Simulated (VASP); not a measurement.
MoS2, 6 atoms in the cell. Symmetry: P6_3/mmc, No. 194, hexagonal system. Conventional cell: a = 3.192 Å, b = 3.192 Å, c = 13.378 Å, α = 90.00°, β = 90.00°, γ = 120.00°. Within 3.2 Å of Mo (site symmetry -6m2) lie 6 S at 2.42 Å and 6 Mo at 3.19 Å. Within 3.2 Å of S (site symmetry 3m) lie 3 Mo at 2.42 Å and 7 S at 3.13 to 3.19 Å. 

- Program: VASP 6.6.1
- Task: single point
- Functional: LDA
- Potentials or basis: VASP PAW LDA potentials, release 64 (Mo_sv, S)
- Cutoff: 520 eV
- k mesh: 6 × 6 × 2
- Occupations: gaussian, width 0.1 eV
- Spin: no spin polarisation
- Dipole correction: no
- Further INCAR settings: ALGO = Normal; EDIFF = 1e-06; NBANDS = 35

Potentials or basis: VASP PAW LDA potentials, release 64 (Mo_sv, S).

The run is started by

```sh
$ cat potpaw_LDA.64/Mo_sv/POTCAR potpaw_LDA.64/S/POTCAR > POTCAR
$ mpirun -np 1 vasp_std > vasp.out
```

Hardware: 1 thread of AMD EPYC 7R13, on a shared host.

Q: Estimate the wall time of this run.

A: Run time: 2.2 min on 1 thread of AMD EPYC 7R13 (shared host), peak memory 0.17 GiB. Counts: scf iterations 15, k points 14.
